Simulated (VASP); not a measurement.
# C (Fd-3m) in VASP: notebook

Runs on C. Level: LDA. Tasks: single point.

Program: VASP 6.6.1. These are calculated values, not measurements. Logs are shortened: lines on timing, memory, paths and dates and some standing lists are left out, and cuts for length are marked.

## Step 1: The cell of the first run

Symmetry: Fd-3m, No. 227, cubic system. Conventional cell: a = 3.532 Å, b = 3.532 Å, c = 3.532 Å, α = 90.00°, β = 90.00°, γ = 90.00°. Within 2.0 Å of C (site symmetry -43m) lie 4 C at 1.53 Å.

## Step 2: Single point, LDA

INCAR reads:

```
SYSTEM = C
PREC = Accurate ; ENCUT = 520
EDIFF = 1E-7 ; ISMEAR = 0
SIGMA = 0.02 ; LREAL = .FALSE.
LASPH = .TRUE. ; NELM = 80
ALGO = Normal ; ISIF = 2
LWAVE = .FALSE. ; LCHARG = .FALSE.
GGA = CA ; NBANDS = 11
```

KPOINTS reads:

```
regular mesh
0
G
  12 12 12
  0 0 0
```

POSCAR reads:

```
C
1.0
    0.0000000000      1.7658688059      1.7658688059
    1.7658688059      0.0000000000      1.7658688059
    1.7658688059      1.7658688059      0.0000000000
C
2
Direct
    0.0000000000      0.0000000000      0.0000000000
    0.2500000000      0.2500000000      0.2500000000
```

Potentials or basis: VASP PAW LDA potentials, release 64 (C).

Command:

```console
$ cat potpaw_LDA.64/C/POTCAR > POTCAR
$ mpirun -np 1 vasp_std > vasp.out
```

OUTCAR:

```text
SYSTEM = C
   PREC = Accurate
   ENCUT = 520
   EDIFF = 1E-7
   ISMEAR = 0
   LREAL = .FALSE.
   LASPH = .TRUE.
   NELM = 80
   ISIF = 2
   GGA = CA

 ion  position               nearest neighbor table
   1  0.000  0.000  0.000-   2 1.53   2 1.53   2 1.53   2 1.53
   2  0.250  0.250  0.250-   1 1.53   1 1.53   1 1.53   1 1.53

  LATTYP: Found a face centered cubic cell.
 ALAT       =     3.5317376118

  Lattice vectors:

 A1 = (   0.0000000000,   1.7658688059,   1.7658688059)
 A2 = (   1.7658688059,   0.0000000000,   1.7658688059)
 A3 = (   1.7658688059,   1.7658688059,   0.0000000000)

Analysis of symmetry for initial positions (statically):
=====================================================================
 Subroutine PRICEL returns:
 Original cell was already a primitive cell.

 Routine SETGRP: Setting up the symmetry group for a
 face centered cubic supercell.

 Subroutine GETGRP returns: Found 48 space group operations
 (whereof 24 operations were pure point group operations)
 out of a pool of 48 trial point group operations.

The static configuration has the point symmetry T_d .
 The point group associated with its full space group is O_h .

Analysis of symmetry for dynamics (positions and initial velocities):
=====================================================================
 Subroutine PRICEL returns:
 Original cell was already a primitive cell.

 Routine SETGRP: Setting up the symmetry group for a
 face centered cubic supercell.

 Subroutine GETGRP returns: Found 48 space group operations
 (whereof 24 operations were pure point group operations)
 out of a pool of 48 trial point group operations.

The dynamic configuration has the point symmetry T_d .
 The point group associated with its full space group is O_h .

 Subroutine INISYM returns: Found 48 space group operations
 (whereof 24 operations are pure point group operations),
 and found     1 'primitive' translations

----------------------------------------------------------------------------------------

                                     Primitive cell

  volume of cell :      11.0130

  direct lattice vectors                    reciprocal lattice vectors
     0.000000000  1.765868806  1.765868806    -0.283146742  0.283146742  0.283146742
     1.765868806  0.000000000  1.765868806     0.283146742 -0.283146742  0.283146742
     1.765868806  1.765868806  0.000000000     0.283146742  0.283146742 -0.283146742

  length of vectors
     2.497315615  2.497315615  2.497315615     0.490424544  0.490424544  0.490424544

  position of ions in fractional coordinates (direct lattice)
     0.000000000  0.000000000  0.000000000
     0.250000000  0.250000000  0.250000000

  ion indices of the primitive-cell ions
   primitive index   ion index
                 1           1
                 2           2

----------------------------------------------------------------------------------------

 KPOINTS: regular mesh

Automatic generation of k-mesh.
 Grid dimensions read from file:
 generate k-points for:   12   12   12

 Generating k-lattice:

  Cartesian coordinates                     Fractional coordinates (reciprocal lattice)
    -0.023595562  0.023595562  0.023595562     0.083333333  0.000000000  0.000000000
     0.023595562 -0.023595562  0.023595562     0.000000000  0.083333333  0.000000000
     0.023595562  0.023595562 -0.023595562     0.000000000  0.000000000  0.083333333

  Length of vectors
     0.040868712  0.040868712  0.040868712

  Shift w.r.t. Gamma in fractional coordinates (k-lattice)
     0.000000000  0.000000000  0.000000000

 Subroutine IBZKPT returns following result:
 ===========================================

 Found     72 irreducible k-points:

 Following reciprocal coordinates:
            Coordinates               Weight
  0.000000  0.000000  0.000000      1.000000
  0.083333  0.000000  0.000000      8.000000
  0.166667  0.000000  0.000000      8.000000
  0.250000  0.000000  0.000000      8.000000
  0.333333  0.000000  0.000000      8.000000
  0.416667  0.000000  0.000000      8.000000
[... 16 lines left out ...]
  0.500000  0.166667  0.000000     24.000000
 -0.416667  0.166667  0.000000     24.000000
 [... further k-points ...]
   k-points           NKPTS =     72   k-points in BZ     NKDIM =     72   number of bands    NBANDS=     11
   number of dos      NEDOS =    301   number of ions     NIONS =      2
   total plane-waves  NPLWV =   8000
   dimension x,y,z NGX =    20 NGY =   20 NGZ =   20
   dimension x,y,z NGXF=    40 NGYF=   40 NGZF=   40
   ions per type =               2
   NGX,Y,Z   is equivalent  to a cutoff of  13.31, 13.31, 13.31 a.u.
   NGXF,Y,Z  is equivalent  to a cutoff of  26.63, 26.63, 26.63 a.u.
 SYSTEM =  C
   PREC   = accura    normal or accurate (medium, high low for compatibility)
   ISTART =      0    job   : 0-new  1-cont  2-samecut
   ICHARG =      2    charge: 1-file 2-atom 10-const
   ISPIN  =      1    spin polarized calculation?
   LNONCOLLINEAR =      F non collinear calculations
   LSORBIT =      F    spin-orbit coupling
   LASPH  =      T    aspherical Exc in radial PAW
   ENCUT  =  520.0 eV  38.22 Ry    6.18 a.u.   4.64  4.64  4.64*2*pi/ulx,y,z
   NELM   =     80;   NELMIN=  2; NELMDL= -5     # of ELM steps
   EDIFF  = 0.1E-06   stopping-criterion for ELM
   LREAL  =      F    real-space projection
   EDIFFG = 0.1E-05   stopping-criterion for IOM
   NSW    =      0    number of steps for IOM
   IBRION =     -1    ionic relax: 0-MD 1-quasi-New 2-CG
   NFREE  =      0    steps in history (QN), initial steepest desc. (CG)
   ISIF   =      2    stress and relaxation
   ISYM   =      2    0-nonsym 1-usesym 2-fastsym
   POTIM  = 0.5000    time-step for ionic-motion
   TEBEG  =    0.0;   TEEND  =   0.0 temperature during run
   PSTRESS=    0.0 pullay stress
   NELECT =       8.0000    total number of electrons
   NUPDOWN=      -1.0000    fix difference up-down
   EMIN   =  10.00;   EMAX   =-10.00  energy-range for DOS
   EFERMI =   0.00;   METHOD = LEGACY
   ISMEAR =     0;   SIGMA  =   0.02  broadening in eV -4-tet -1-fermi 0-gaus
   EFERMI_NEDOS =   21; number of points for ismear=-14 and -15
   IALGO  =     38    algorithm
   IMIX   =      4    mixing-type and parameters
     AMIX     =   0.40;   BMIX     =  1.00
     AMIX_MAG =   1.60;   BMIX_MAG =  1.00
  volume/ion in A,a.u.               =       5.51        37.16
  Fermi-wavevector in a.u.,A,eV,Ry     =   1.471645  2.781006 29.466668  2.165739
  Thomas-Fermi vector in A             =   2.586756
   LORBIT       =      0    0 simple, 1 ext, 2 COOP (PROOUT), +10 PAW based schemes
   GGA     = CA    functional components
   LHFCALC =     F    Hartree Fock is set to
   AEXX    =    0.0000 exact exchange contribution
   IVDW    =     0    specifies the selected vdW correction
   LEPSILON=     F    determine dielectric tensor
   LRPA    =     F    only Hartree local field effects (RPA)
 non-spin polarized calculation
 Gauss-broadening in eV      SIGMA  =   0.02
  energy-cutoff  :      520.00
  volume of cell :       11.01
 maximum number of plane-waves:       310
   NGX =  9   NGY =  9   NGZ =  9

 number of electron       7.9999998 magnetization

 Free energy of the ion-electron system (eV)
  ---------------------------------------------------
  ext. energy  EPLUGINS =         0.00000000
  ---------------------------------------------------
  free energy    TOTEN  =       -20.24520617 eV

  energy without entropy =      -20.24520617  energy(sigma->0) =      -20.24520617

 E-fermi :  10.4210     XC(G=0): -13.6433

 val. band max:       10.1614934079   @ k =   0.0000   0.0000   0.0000
 cond. band min:      14.3583371195   @ k =   0.3333   0.3333   0.0000
 fundamental gap:      4.1968437116
 Fermi energy:        10.4210408120

 k-point     1 :       0.0000    0.0000    0.0000
  band No.  band energies     occupation
      1     -11.5555      2.00000
      2      10.1615      2.00000
      3      10.1615      2.00000
      4      10.1615      2.00000
      5      15.7874      0.00000
      6      15.7874      0.00000
      7      15.7874      0.00000
      8      24.4001      0.00000
      9      29.5575      0.00000
     10      37.1245      0.00000
     11      37.1245      0.00000

 k-point     2 :       0.0833    0.0000    0.0000
  band No.  band energies     occupation
      1     -11.3593      2.00000
      2       8.9200      2.00000
      3       9.8290      2.00000
      4       9.8290      2.00000
      5      16.2224      0.00000
      6      16.2224      0.00000
      7      16.5408      0.00000
      8      24.5088      0.00000
      9      29.8698      0.00000
     10      34.7965      0.00000
     11      34.7965      0.00000

 k-point     3 :       0.1667    0.0000    0.0000
  band No.  band energies     occupation
      1     -10.7734      2.00000
      2       6.3598      2.00000
      3       9.1098      2.00000
      4       9.1098      2.00000
      5      17.1616      0.00000
      6      17.1616      0.00000
      7      17.7344      0.00000
      8      24.8141      0.00000
      9      30.5220      0.00000
     10      33.1516      0.00000
     11      33.1516      0.00000

 k-point     4 :       0.2500    0.0000    0.0000
  band No.  band energies     occupation
      1      -9.8052      2.00000
      2       3.4865      2.00000
      3       8.3708      2.00000
      4       8.3708      2.00000
      5      18.0276      0.00000
      6      18.0276      0.00000
      7      18.6297      0.00000
      8      25.2322      0.00000
      9      30.9650      0.00000
     10      32.7255      0.00000
     11      32.7255      0.00000
[... 239 lines left out ...]
 k-point    22 :       0.4167    0.1667    0.0000
  band No.  band energies     occupation
      1      -7.2889      2.00000
      2       0.2620      2.00000
      3       5.8493      2.00000
      4       5.9978      2.00000
      5      16.8984      0.00000
      6      21.2850      0.00000
      7      21.6400      0.00000
      8      22.9824      0.00000
      9      31.2864      0.00000
     10      32.9709      0.00000
     11      37.8489      0.00000

 k-point    23 :       0.5000    0.1667    0.0000
  band No.  band energies     occupation
      1      -5.6334      2.00000
      2      -2.0595      2.00000
      3       5.1105      2.00000
      4       6.0903      2.00000
      5      17.3112      0.00000
      6      21.0003      0.00000
      7      21.8261      0.00000
      8      24.5774      0.00000
      9      30.3569      0.00000
     10      34.2777      0.00000
     11      37.0065      0.00000

 k-point    24 :      -0.4167    0.1667    0.0000
  band No.  band energies     occupation
      1      -5.1593      2.00000
      2      -2.6215      2.00000
      3       4.6067      2.00000
      4       6.4811      2.00000
      5      17.7574      0.00000
      6      20.5002      0.00000
      7      21.8094      0.00000
      8      25.7634      0.00000
      9      29.6688      0.00000
     10      34.5545      0.00000
     11      34.9857      0.00000

 [... further k-points ...]
[... 5 lines left out ...]
  --------------------------------------------------------------------------------------
  -------------------------------------------------------------------------------------
  Total        0.1115687      0.1115687      0.1115687      0.0000000     -0.0000000      0.0000000
  in kB       16.2310829     16.2310829     16.2310829      0.0000000     -0.0000000      0.0000000
  external PRESSURE =      16.2310829 kB  Pullay stress =       0.0000000 kB

 VOLUME and BASIS-vectors are now :
 -----------------------------------------------------------------------------
  energy-cutoff  :      520.00
  volume of cell :       11.01
      direct lattice vectors                 reciprocal lattice vectors
     0.000000000  1.765868806  1.765868806    -0.283146742  0.283146742  0.283146742
     1.765868806  0.000000000  1.765868806     0.283146742 -0.283146742  0.283146742
     1.765868806  1.765868806  0.000000000     0.283146742  0.283146742 -0.283146742

 POSITION                                       TOTAL-FORCE (eV/Angst)
 -----------------------------------------------------------------------------------
      0.00000      0.00000      0.00000         0.000000      0.000000      0.000000
      0.88293      0.88293      0.88293        -0.000000     -0.000000     -0.000000
 -----------------------------------------------------------------------------------
    total drift:                                0.000000      0.000000      0.000000

  FREE ENERGIE OF THE ION-ELECTRON SYSTEM (eV)
  ---------------------------------------------------
  free  energy   TOTEN  =       -20.2452061735 eV

  energy  without entropy=      -20.2452061735  energy(sigma->0) =      -20.24520617
```

Run time: 3.4 s. Hardware: 1 thread of Intel Xeon 6975P-C (Granite Rapids), shared host; peak memory 0.11 GiB.

What came out:

```yaml
Free_energy: -20.2452 eV
Pressure: 1.6 GPa
Band_gap_on_the_k_mesh: 4.20 eV, indirect (least direct gap 5.63 eV)
```

Levels at points of the mesh, in eV from the valence-band top:
| k point | band 2 | band 3 | band 4 | band 5 | band 6 | band 7 |
| --- | --- | --- | --- | --- | --- | --- |
| (0.00, 0.00, 0.00) | 0.00 | 0.00 | 0.00 | 5.63 | 5.63 | 5.63 |
| (0.50, 0.00, 0.00) | -13.69 | -2.87 | -2.87 | 8.51 | 8.51 | 9.42 |
| (0.50, 0.50, 0.00) | -12.82 | -6.47 | -6.47 | 4.77 | 4.77 | 17.08 |

A k mesh can miss the band edges. A hybrid or GW would open this gap; LDA tends to underestimate it.

## Step 3: Single point, LDA

INCAR reads:

```
ALGO     = Normal         # electronic algorithm
EDIFF    = 1E-6           # SCF threshold, eV
ENCUT    = 520            # plane-wave cutoff, eV
ISIF     = 2              # what is computed and relaxed
ISMEAR   = 0              # smearing method
LASPH    = T              # aspherical terms in the spheres
LCHARG   = F              # write CHGCAR
LREAL    = F              # projectors in reciprocal space
LWAVE    = F              # write WAVECAR
NBANDS   = 11             # bands
NELM     = 80             # most SCF steps
PREC     = Accurate       # precision mode
SIGMA    = 0.01           # smearing width, eV
```

KPOINTS reads:

```
k-points
0
Gamma
  12 12 12
```

POSCAR is that of step 2.

Potentials or basis: VASP PAW LDA potentials, release 64 (C).

Command:

```console
$ cat potpaw_LDA.64/C/POTCAR > POTCAR
$ mpirun -np 1 vasp_std > vasp.out
```

It took 3.3 s on 1 thread of Intel Xeon 6975P-C (Granite Rapids), shared host; peak memory 0.11 GiB.

It converged, with:

- Free energy: -20.2452 eV
- Pressure: 1.6 GPa
- Band gap on the k mesh: 4.20 eV, indirect (least direct gap 5.63 eV)

Levels at points of the mesh, in eV from the valence-band top:
| k point | band 1 | band 2 | band 3 | band 4 | band 5 | band 6 | band 7 | band 8 | band 9 |
| --- | --- | --- | --- | --- | --- | --- | --- | --- | --- |
| (0.00, 0.00, 0.00) | -21.72 | 0.00 | 0.00 | 0.00 | 5.63 | 5.63 | 5.63 | 14.24 | 19.40 |
| (0.50, 0.00, 0.00) | -15.70 | -13.69 | -2.87 | -2.87 | 8.51 | 8.51 | 9.42 | 15.67 | 21.96 |
| (0.50, 0.50, 0.00) | -12.82 | -12.82 | -6.47 | -6.47 | 4.77 | 4.77 | 17.08 | 17.08 | 23.49 |

A k mesh can miss the band edges. Expect the measured gap to be larger: semilocal functionals such as LDA lack the derivative discontinuity.
